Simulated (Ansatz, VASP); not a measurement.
## One calculation of BN, two programs

```
B N
1.0
    -0.01812    1.80329    1.80329
     1.80329   -0.01812    1.80329
     1.80329    1.80329   -0.01812
B N
1 1
Direct
  0.00000 0.00000 0.00000
  0.25000 0.25000 0.25000
```

Change from the starting cell: equal xy, yz and zx shear strains of -1 %, PAW files.

Alike in both runs: task electric field gradients; functional PBE; k mesh 16 × 16 × 16; occupations fermi-dirac, width 0.03 eV; no spin polarisation.

```csv
,VASP,Ansatz
version,VASP 6.6.1,Ansatz 0.2.0
potentials or method,"VASP PAW PBE potentials, release 64 (B, N)","PAW with Ansatz's default frozen-core files, scalar-relativistic"
plane-wave cutoff (eV),520,420
valence electrons in the cell,8,8
```

|  | VASP | Ansatz | Ansatz less VASP |
| --- | --- | --- | --- |
| gap on the k mesh at the Fermi level (eV) | 4.41 | 4.42 | +0.012 |
| pressure (GPa) | 0.4 | 0.1 | -0.24 |
| traceless stress, the component that is largest in VASP (GPa) | 4.50 | 4.47 | -0.033 |
| rms of the force components (eV/Å) | 0.022 | 0.020 | -0.0018 |
| size of Vzz on the site where it differs most (V/Å²) | 1.3 | 1.1 | -0.17 |

Atom by atom the forces differ by 0.002 eV/Å (rms over components).
